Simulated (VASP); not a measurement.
Wanted: the native input for a VASP 6.6.1 run.

* Task: single point
* Functional: PBE
* Dispersion: D3(BJ)
* Potentials or basis: VASP PAW PBE potentials, release 64 (Se, In_d)
* Cutoff: 520 eV
* k mesh: 9 × 9 × 1
* Occupations: gaussian, width 0.05 eV
* Spin: no spin polarisation
* Dipole correction: yes
* Further INCAR settings: ALGO = Normal; EDIFF = 1e-07; NBANDS = 48

The structure of InSe lies in POSCAR:

```
InSe
1.0
    4.0266103640      0.0000000000      0.0000000000
   -2.0133051820      3.4871468663      0.0000000000
    0.0000000000      0.0000000000     28.2707108021
Se In
4 4
Direct
    0.0000000000      0.0000000000      0.1591753399
    0.0000000000      0.0000000000      0.3496677346
    0.1111111111      0.2222222222      0.4667500401
    0.1111111111      0.2222222222      0.6572424348
    0.6666666667      0.3333333333      0.2049979895
    0.6666666667      0.3333333333      0.3038451603
    0.7777777778      0.5555555556      0.5125726897
    0.7777777778      0.5555555556      0.6114198605
```

This cell differs from its parent crystal: layers slid over each other.

These files were run (other wordings do the same):

INCAR

```
SYSTEM = InSe
ALGO     = Normal         ! electronic algorithm
DIPOL    = 0.5 0.5 0.408
EDIFF    = 1E-7           ! SCF threshold, eV
ENCUT    = 520            ! plane-wave cutoff, eV
GGA      = PE             ! functional
IDIPOL   = 3            
ISIF     = 2              ! what is computed and relaxed
ISMEAR   = 0              ! smearing method
IVDW     = 12             ! dispersion correction
LASPH    = .True.         ! aspherical terms in the spheres
LCHARG   = .False.        ! write CHGCAR
LDIPOL   = .True.       
LREAL    = .False.        ! projectors in reciprocal space
LWAVE    = .False.        ! write WAVECAR
NBANDS   = 48             ! bands
NELM     = 100            ! most SCF steps
PREC     = Accurate       ! precision mode
SIGMA    = 0.05           ! smearing width, eV
```

KPOINTS

```
k-points
0
Gamma
  9 9 1
  0 0 0
```

Potentials or basis: VASP PAW PBE potentials, release 64 (Se, In_d).

Launch:

```console
$ cat potpaw_PBE.64/Se/POTCAR potpaw_PBE.64/In_d/POTCAR > POTCAR
$ mpirun -np 1 vasp_std > vasp.out
```

Results of the run:

* Largest force: 0.139 eV/Å
* Band gap on the k mesh: 1.03 eV (least direct gap 1.10 eV)
* Dispersion energy per atom: -0.253 eV

Caveat: the cell differs from its parent crystal (layers slid over each other); spin-orbit coupling is left out, which moves the levels of the heavy elements.

It took 26 min on 1 thread of Intel Xeon 8259CL, on a shared host, peak memory 0.66 GiB.
